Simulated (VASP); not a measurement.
The system is S.

```
S
1.0
     2.97000    0.00000    0.00000
    -1.48500    2.57210    0.00000
     0.00000    0.00000    4.85001
S
2
Direct
  0.33333 0.66667 0.25000
  0.66667 0.33333 0.75000
```

```yaml
Program: VASP 6.6.1
Task: relaxation of cell and atoms
Functional: PBE
Potentials_or_basis: VASP PAW PBE potentials, release 64 (S)
Cutoff: 600 eV
k_mesh: 9 × 9 × 5
Occupations: fermi-dirac, width 0.05 eV
Spin: no spin polarisation
```

At the start: pressure -8.6 GPa; volume 18.52 Å³/atom.

Where does the relaxation end?

Over 19 steps the energy falls by 513.7 meV/atom and the volume is 16.87 Å³/atom (-9.0 %); space group P6_3/mmc (No. 194, to 0.05 Å).

The path:
| step | energy change (eV) | largest force (eV/Å) | pressure (GPa) | volume (Å³) |
| --- | --- | --- | --- | --- |
| 1 | 0.0000 | 0.0000 | -8.63 | 37.05 |
| 2 | -0.2111 | 0.0000 | -0.16 | 31.93 |
| 3 | -0.2179 | 0.0000 | 1.90 | 31.16 |
| 4 | -0.3824 | 0.0000 | 3.58 | 30.49 |
| 5 | -0.7227 | 0.0000 | 20.30 | 27.76 |
| 6 | -0.7066 | 0.0000 | 9.55 | 29.16 |
| 7 | -0.7800 | 0.0000 | 15.05 | 28.35 |
| 8 | -0.8256 | 0.0000 | 14.55 | 28.65 |
| 9 | -0.8512 | 0.0000 | 14.31 | 29.42 |
| 10 | -0.9162 | 0.0000 | 10.74 | 30.29 |
| 11 | -1.0179 | 0.0000 | 2.58 | 32.98 |
| 12 | -1.0263 | 0.0000 | 0.42 | 33.95 |
| 13 | -1.0265 | 0.0000 | 0.02 | 34.14 |
| 14 | -1.0266 | 0.0000 | 0.00 | 34.13 |
| 15 | -1.0268 | 0.0000 | -0.03 | 34.09 |
| 16 | -1.0271 | 0.0000 | -0.11 | 34.00 |
| 17 | -1.0272 | 0.0000 | -0.25 | 33.82 |
| 18 | -1.0273 | 0.0000 | -0.21 | 33.89 |
| 19 | -1.0273 | 0.0000 | 0.04 | 33.73 |

Final structure:
```
CELL_PARAMETERS angstrom
3.31354 0.00000 0.00000
-1.65677 2.86961 0.00000
0.00000 0.00000 3.54740
ATOMIC_POSITIONS crystal
S 0.33333 0.66667 0.25000
S 0.66667 0.33333 0.75000
```
